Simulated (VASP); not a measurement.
A run of VASP 6.6.1 is set up as follows.

File INCAR:

```
SYSTEM = SiGe
  ALGO = Normal
  EDIFF = 1E-6
  ENCUT = 520
  GGA = CA
  ISIF = 2
  ISMEAR = 0
  LASPH = .True.
  LCHARG = .True.
  LELF = .True.
  LREAL = .False.
  LVHAR = .True.
  LWAVE = .False.
  NBANDS = 26
  NELM = 60
  PREC = Accurate
  SIGMA = 0.03
```

Contents of KPOINTS:

```
k-points
0
Gamma
  12 12 6
  0 0 0
```

The input POSCAR:

```
SiGe
1.0
    3.9035908171      0.0000000000      0.0000000000
   -1.9517954085      3.3806088136      0.0000000000
    0.0000000000      0.0000000000      6.4510978499
Si Ge
2 2
Direct
    0.6666666667      0.3333333333      0.8745031008
    0.3333333333      0.6666666667      0.3745031008
    0.6666666667      0.3333333333      0.4848580677
    0.3333333333      0.6666666667     -0.0151419323
```

Potentials or basis: VASP PAW LDA potentials, release 64 (Si, Ge_d).

Run with:

```console
$ cat potpaw_LDA.64/Si/POTCAR potpaw_LDA.64/Ge_d/POTCAR > POTCAR
$ mpirun -np 1 vasp_std > vasp.out
```

Estimate the band gap on the k mesh.

0.08 eV (least direct gap 0.09 eV).

Estimate the largest force.

1.011 eV/Å.

Forces on the atoms (eV/Å):
```
Si   0.000  0.000 -1.011
Si   0.000  0.000 -1.011
Ge   0.000  0.000  1.011
Ge   0.000  0.000  1.011
```

Caveat: the cell differs from its parent crystal (atoms shifted along a free coordinate); forces of over 1 eV/Å act on the atoms, so gaps and moduli don't describe the material at rest. A k mesh can miss the band edges.
